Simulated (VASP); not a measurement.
# SiC (Moissanite) (P6_3mc) in VASP: further runs

The runs below take SiC (Moissanite) through single point, with LDA.

All numbers are computed with VASP 6.6.1; they aren't measurements. Logs are shortened: lines on timing, memory, paths and dates and some standing lists are left out, and cuts for length are marked.

## 1. The cell of the first run

It takes space group P6_3mc (No. 186, hexagonal). Conventional cell: a = 3.076 Å, b = 3.076 Å, c = 5.048 Å, α = 90.00°, β = 90.00°, γ = 120.00°. Si (site symmetry 3m) has 4 C at 1.87 to 1.94 Å within 2.5 Å. C (site symmetry 3m) has 4 Si at 1.87 to 1.94 Å within 2.5 Å.

## 2. Single point, LDA

File INCAR:

```
ALGO = Normal ; EDIFF = 1E-6
ENCUT = 520 ; ISIF = 2
ISMEAR = 0 ; LASPH = T
LCHARG = F ; LREAL = F
LWAVE = F ; NBANDS = 16
NELM = 60 ; PREC = Accurate
SIGMA = 0.01
```

File KPOINTS:

```
k-points
0
Gamma
  12 12 4
```

File POSCAR:

```
SiC
1.0
    3.0760000000      0.0000000000      0.0000000000
   -1.5380000000      2.6638941400      0.0000000000
    0.0000000000      0.0000000000      5.0480000000
Si C
2 2
Direct
    0.3333333340      0.6666666679      0.0000000000
    0.6666666660      0.3333333321      0.5000000000
    0.3333333340      0.6666666679      0.3850000000
    0.6666666660      0.3333333321      0.8850000000
```

Potentials or basis: VASP PAW LDA potentials, release 64 (Si, C).

On the command line:

```
cat potpaw_LDA.64/Si/POTCAR potpaw_LDA.64/C/POTCAR > POTCAR
mpirun -np 1 vasp_std > vasp.out
```

OUTCAR:

```text
EDIFF = 1E-6
   ENCUT = 520
   ISIF = 2
   ISMEAR = 0
   LASPH = T
   LREAL = F
   NELM = 60
   PREC = Accurate

 ion  position               nearest neighbor table
   1  0.333  0.667  0.000-   4 1.87   4 1.87   4 1.87   3 1.94   2 3.09   2 3.09   2 3.09   2 3.09
                             2 3.09   2 3.09
   2  0.667  0.333  0.500-   3 1.87   3 1.87   3 1.87   4 1.94   1 3.09   1 3.09   1 3.09   1 3.09
                             1 3.09   1 3.09
   3  0.333  0.667  0.385-   2 1.87   2 1.87   2 1.87   1 1.94
   4  0.667  0.333  0.885-   1 1.87   1 1.87   1 1.87   2 1.94

  LATTYP: Found a hexagonal cell.
 ALAT       =     3.0760000000
 C/A-ratio  =     1.6410923277

  Lattice vectors:

 A1 = (   3.0760000000,   0.0000000000,   0.0000000000)
 A2 = (  -1.5380000000,   2.6638941400,   0.0000000000)
 A3 = (   0.0000000000,   0.0000000000,   5.0480000000)

Analysis of symmetry for initial positions (statically):
=====================================================================
 Subroutine PRICEL returns:
 Original cell was already a primitive cell.

 Routine SETGRP: Setting up the symmetry group for a
 hexagonal supercell.

 Subroutine GETGRP returns: Found 12 space group operations
 (whereof  6 operations were pure point group operations)
 out of a pool of 24 trial point group operations.

The static configuration has the point symmetry C_3v.
 The point group associated with its full space group is C_6v.

Analysis of symmetry for dynamics (positions and initial velocities):
=====================================================================
 Subroutine PRICEL returns:
 Original cell was already a primitive cell.

 Routine SETGRP: Setting up the symmetry group for a
 hexagonal supercell.

 Subroutine GETGRP returns: Found 12 space group operations
 (whereof  6 operations were pure point group operations)
 out of a pool of 24 trial point group operations.

The dynamic configuration has the point symmetry C_3v.
 The point group associated with its full space group is C_6v.

 Subroutine INISYM returns: Found 12 space group operations
 (whereof  6 operations are pure point group operations),
 and found     1 'primitive' translations

[... 92 lines left out ...]
   ISPIN  =      1    spin polarized calculation?
   LNONCOLLINEAR =      F non collinear calculations
   LSORBIT =      F    spin-orbit coupling
   LASPH  =      T    aspherical Exc in radial PAW
   ENCUT  =  520.0 eV  38.22 Ry    6.18 a.u.   5.72  5.72  9.39*2*pi/ulx,y,z
   NELM   =     60;   NELMIN=  2; NELMDL= -5     # of ELM steps
   EDIFF  = 0.1E-05   stopping-criterion for ELM
   LREAL  =      F    real-space projection
   EDIFFG = 0.1E-04   stopping-criterion for IOM
   NSW    =      0    number of steps for IOM
   IBRION =     -1    ionic relax: 0-MD 1-quasi-New 2-CG
   NFREE  =      0    steps in history (QN), initial steepest desc. (CG)
   ISIF   =      2    stress and relaxation
   ISYM   =      2    0-nonsym 1-usesym 2-fastsym
   POTIM  = 0.5000    time-step for ionic-motion
   TEBEG  =    0.0;   TEEND  =   0.0 temperature during run
   PSTRESS=    0.0 pullay stress
   NELECT =      16.0000    total number of electrons
   NUPDOWN=      -1.0000    fix difference up-down
   EMIN   =  10.00;   EMAX   =-10.00  energy-range for DOS
   EFERMI =   0.00;   METHOD = LEGACY
   ISMEAR =     0;   SIGMA  =   0.01  broadening in eV -4-tet -1-fermi 0-gaus
   EFERMI_NEDOS =   21; number of points for ismear=-14 and -15
   IALGO  =     38    algorithm
   IMIX   =      4    mixing-type and parameters
     AMIX     =   0.40;   BMIX     =  1.00
     AMIX_MAG =   1.60;   BMIX_MAG =  1.00
  volume/ion in A,a.u.               =      10.34        69.78
  Fermi-wavevector in a.u.,A,eV,Ry     =   1.192817  2.254098 19.358549  1.422813
  Thomas-Fermi vector in A             =   2.328847
   LORBIT       =      0    0 simple, 1 ext, 2 COOP (PROOUT), +10 PAW based schemes
   GGA     = CA    functional components
   LHFCALC =     F    Hartree Fock is set to
   AEXX    =    0.0000 exact exchange contribution
   IVDW    =     0    specifies the selected vdW correction
   LEPSILON=     F    determine dielectric tensor
   LRPA    =     F    only Hartree local field effects (RPA)
 non-spin polarized calculation
 Gauss-broadening in eV      SIGMA  =   0.01
  energy-cutoff  :      520.00
  volume of cell :       41.36
 maximum number of plane-waves:      1132
 NGX is ok and might be reduce to    24
   NGX = 11   NGY = 11   NGZ = 19

 number of electron      16.0000000 magnetization

 Free energy of the ion-electron system (eV)
  ---------------------------------------------------
  ext. energy  EPLUGINS =         0.00000000
  ---------------------------------------------------
  free energy    TOTEN  =       -33.23316370 eV

  energy without entropy =      -33.23316370  energy(sigma->0) =      -33.23316370

 E-fermi :   8.4587     XC(G=0): -11.5496

 val. band max:        8.3591381071   @ k =   0.0000   0.0000   0.0000
 cond. band min:      10.5572652436   @ k =   0.3333   0.3333   0.0000
 fundamental gap:      2.1981271365
 Fermi energy:         8.4586962314

 k-point     1 :       0.0000    0.0000    0.0000
  band No.  band energies     occupation
      1      -7.2727      2.00000
      2      -3.7206      2.00000
      3      -0.3514      2.00000
      4       6.8076      2.00000
      5       6.8076      2.00000
      6       8.0868      2.00000
[... 433 lines left out ...]
      3       1.0683      2.00000
      4       2.9239      2.00000
      5       3.3211      2.00000
      6       5.4057      2.00000
[... 8 lines left out ...]
     15      19.5840      0.00000
     16      19.8571      0.00000

 [... further k-points ...]
[... 5 lines left out ...]
  --------------------------------------------------------------------------------------
  -------------------------------------------------------------------------------------
  Total       -0.5608193     -0.5608193     -1.6656124      0.0000000      0.0000000      0.0000000
  in kB      -21.7225527    -21.7225526    -64.5151772      0.0000000      0.0000000      0.0000000
  external PRESSURE =     -35.9867608 kB  Pullay stress =       0.0000000 kB

 VOLUME and BASIS-vectors are now :
 -----------------------------------------------------------------------------
  energy-cutoff  :      520.00
  volume of cell :       41.36
      direct lattice vectors                 reciprocal lattice vectors
     3.076000000  0.000000000  0.000000000     0.325097529  0.187695146  0.000000000
    -1.538000000  2.663894140  0.000000000     0.000000000  0.375390292  0.000000000
     0.000000000  0.000000000  5.048000000     0.000000000  0.000000000  0.198098257

 POSITION                                       TOTAL-FORCE (eV/Angst)
 -----------------------------------------------------------------------------------
      0.00000      1.77593      0.00000         0.000000      0.000000      0.733382
      1.53800      0.88796      2.52400        -0.000000      0.000000      0.733382
      0.00000      1.77593      1.94348        -0.000000      0.000000     -0.733382
      1.53800      0.88796      4.46748         0.000000     -0.000000     -0.733382
 -----------------------------------------------------------------------------------
    total drift:                                0.000000      0.000000     -0.000240

  FREE ENERGIE OF THE ION-ELECTRON SYSTEM (eV)
  ---------------------------------------------------
  free  energy   TOTEN  =       -33.2331637043 eV

  energy  without entropy=      -33.2331637043  energy(sigma->0) =      -33.23316370
```

Run time: 40 s. Hardware: 1 thread of Intel Xeon 8259CL, shared host; peak memory 0.15 GiB.

What came out:

```yaml
Free_energy: -33.2332 eV
Pressure: -3.6 GPa
Largest_force: 0.733 eV/Å
Band_gap_on_the_k_mesh: 2.20 eV, indirect (least direct gap 3.97 eV)
```

Forces in eV/Å, atoms in the order of the input:
```
Si   0.000  0.000  0.733
Si   0.000  0.000  0.733
C    0.000  0.000 -0.733
C    0.000  0.000 -0.733
```

## 3. Single point, LDA

File INCAR:

```
SYSTEM = SiC
PREC = Accurate
ENCUT = 520
EDIFF = 1E-6
ISMEAR = 0
SIGMA = 0.01
LREAL = .FALSE.
LASPH = .TRUE.
NELM = 60
ALGO = Normal
ISIF = 2
LWAVE = .FALSE.
LCHARG = .TRUE.
LELF = .TRUE.
LVHAR = .TRUE.
NBANDS = 16
```

File KPOINTS:

```
regular mesh
0
G
  12 12 4
  0 0 0
```

POSCAR is that of step 2.

Potentials or basis: VASP PAW LDA potentials, release 64 (Si, C).

On the command line:

```
cat potpaw_LDA.64/Si/POTCAR potpaw_LDA.64/C/POTCAR > POTCAR
mpirun -np 1 vasp_std > vasp.out
```

Wall time 42 s (1 thread of Intel Xeon 8259CL, shared host); peak memory 0.15 GiB.

Results (log left out):

```yaml
Free_energy: -33.2332 eV
Pressure: -3.6 GPa
Largest_force: 0.733 eV/Å
Band_gap_on_the_k_mesh: 2.20 eV, indirect (least direct gap 3.97 eV)
```

Forces in eV/Å, atoms in the order of the input:
```
Si   0.000  0.000  0.733
Si   0.000  0.000  0.733
C    0.000  0.000 -0.733
C    0.000  0.000 -0.733
```

Stress tensor (GPa, compression positive):
```
-2.17  0.00  0.00
 0.00 -2.17  0.00
 0.00  0.00 -6.45
```

Levels at points of the mesh, in eV from the valence-band top:
```csv
k point,band 6,band 7,band 8,band 9,band 10,band 11
"(0.00, 0.00, 0.00)",-0.27,-0.27,0.00,4.59,6.04,6.40
"(0.50, 0.00, 0.00)",-3.54,-3.29,-1.48,2.49,4.12,6.67
"(0.00, 0.00, 0.50)",-0.96,-0.96,-0.96,5.65,5.65,7.07
"(0.50, 0.00, 0.50)",-2.69,-2.34,-2.34,3.09,3.09,4.89
```
